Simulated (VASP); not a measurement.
# Ga: relaxation of cell and atoms with PBE

The system is Ga.

```
CELL_PARAMETERS angstrom
-1.38440 1.38440 2.31122
1.38440 -1.38440 2.31122
1.38440 1.38440 -2.31122
ATOMIC_POSITIONS crystal
Ga 0.00000 0.00000 0.00000
```

```
Program                : VASP 6.6.1
Task                   : relaxation of cell and atoms
Functional             : PBE
Potentials or basis    : VASP PAW PBE potentials, release 64 (Ga_d)
Cutoff                 : 600 eV
k mesh                 : 22 × 22 × 22
Occupations            : gaussian, width 0.1 eV
Spin                   : no spin polarisation
Dipole correction      : no
Further INCAR settings : ALGO = Fast; EDIFF = 1e-07; IBRION = 2; EDIFFG = -0.01; NSW = 100; ISIF = 3
```

```json
{"Relaxed volume": "18.88 Å³/atom", "Relaxed cell": "a = 3.068 Å, b = 3.068 Å, c = 3.068 Å, α = 124.38°, β = 124.38°, γ = 82.56°", "Space group after relaxing (to 0.1 Å)": "I4/mmm (No. 139)", "Energy gained by relaxing": "16.9 meV/atom", "Ionic steps": "8", "Pressure after relaxing": "0.0 GPa", "Band gap on the k mesh": "zero (an odd number of electrons rules out a gap without spin polarisation)"}
```

Stress tensor (GPa, compression positive):
```
 0.08  0.00  0.00
 0.00  0.08  0.00
 0.00  0.00 -0.03
```

The path:
```
step  energy change (eV)  largest force (eV/Å)  pressure (GPa)  volume (Å³)
   1              0.0000                0.0000            3.95        17.72
   2             -0.0159                0.0000            0.30        18.86
   3             -0.0161                0.0000           -0.24        19.04
   4             -0.0161                0.0000           -0.17        19.00
   5             -0.0161                0.0000           -0.09        18.98
   6             -0.0165                0.0000           -0.07        18.95
   7             -0.0169                0.0000            0.05        18.90
   8             -0.0169                0.0000            0.05        18.88
```

Final structure:
```yaml
crystal:
  lattice:
    - [-1.43103, 1.43103, 2.30523]
    - [1.43103, -1.43103, 2.30523]
    - [1.43103, 1.43103, -2.30523]
  atoms:
    - { symbol: Ga, position: [0.00000, 0.00000, 0.00000] }
```

Levels at points of the mesh, in eV from the Fermi level:
```tsv
k point	band 3	band 4	band 5	band 6	band 7	band 8	band 9	band 10
(0.00, 0.00, 0.00)	-14.86	-14.86	-14.72	-11.03	12.16	12.24	12.24	15.78
(0.50, 0.00, 0.00)	-14.85	-14.70	-14.66	-4.89	-3.93	8.06	11.40	12.06
(0.50, 0.50, 0.00)	-14.71	-14.70	-14.59	-1.97	-1.41	3.86	4.88	7.75
(0.50, 0.50, 0.50)	-14.67	-14.67	-14.67	-4.04	-3.44	6.44	6.44	9.64
```

Run time: 9.6 min on 1 thread of Intel(R) Xeon(R) Platinum 8259CL CPU @ 2.50GHz (Skylake/Cascade Lake), on a shared host, peak memory 0.33 GiB.
